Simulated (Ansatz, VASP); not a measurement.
## One calculation of Ti2In, two programs

```xyz
3
Lattice="5.0248 0.0000 0.0000 -2.5124 4.3516 0.0000 0.0000 0.0000 2.7610" Properties=species:S:1:pos:R:3 pbc="T T T"
Ti    0.0000    2.9011    1.3805
Ti    2.5124    1.4505    1.3805
In    0.0000    0.0000    1.3805
```

Alike in both runs: functional PBE; k mesh 12 × 12 × 16; occupations gaussian, width 0.1 eV; no spin polarisation.

Ansatz relaxed the structure, and its values are those at the end. VASP's run is a single point on that final structure, the one shown.

```csv
,VASP,Ansatz
version,VASP 6.6.1,Ansatz 0.2.0
potentials or method,"VASP PAW PBE potentials, release 64 (Ti_sv, In_d), cutoff 520 eV","scalar-relativistic, plane waves, PAW"
valence electrons in the cell,37,37
```

|  | VASP | Ansatz | Ansatz less VASP |
| --- | --- | --- | --- |
| gap on the k mesh at the Fermi level (eV) | none | none | - |
| pressure (GPa) | 0.0 | 0.0 | -0.03 |

A gap of «none» marks a metal or a gap that the smearing closes. With one functional, cell and mesh, what is left measures potentials, basis and numerics.
